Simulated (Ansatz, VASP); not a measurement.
GaN in VASP and in Ansatz

```
CELL_PARAMETERS angstrom
0.00000 1.99250 1.95265
1.99250 0.00000 1.95265
1.99250 1.99250 0.00000
ATOMIC_POSITIONS crystal
Ga 0.50000 0.50000 0.50000
N 0.00000 0.00000 0.00000
```

Change from the starting cell: zz strain of -2 %.

Alike in both runs: task single point; functional PBEsol; k mesh 10 × 10 × 10; occupations fermi-dirac, width 0.02 eV; no spin polarisation.

|  | VASP | Ansatz |
| --- | --- | --- |
| version | VASP 6.6.1 | Ansatz 0.2.0 |
| potentials or method | VASP PAW PBE potentials, release 64 (Ga_d, N), cutoff 520 eV | all-electron LAPW, scalar-relativistic |

```tsv
	VASP	Ansatz	Ansatz less VASP
gap on the k mesh at the Fermi level (eV)	1.66	1.68	+0.015
pressure (GPa)	69.7	69.0	-0.71
traceless stress, the component that is largest in VASP (GPa)	7.48	7.60	+0.119
```

VASP's potentials were made for PBE, not for PBEsol. Both programs put the cell under a high pressure, so it lies far from rest at this level. Ansatz ran all-electron here, and VASP with PAW potentials.

Noted on VASP's run: the cell as given lies far from equilibrium.
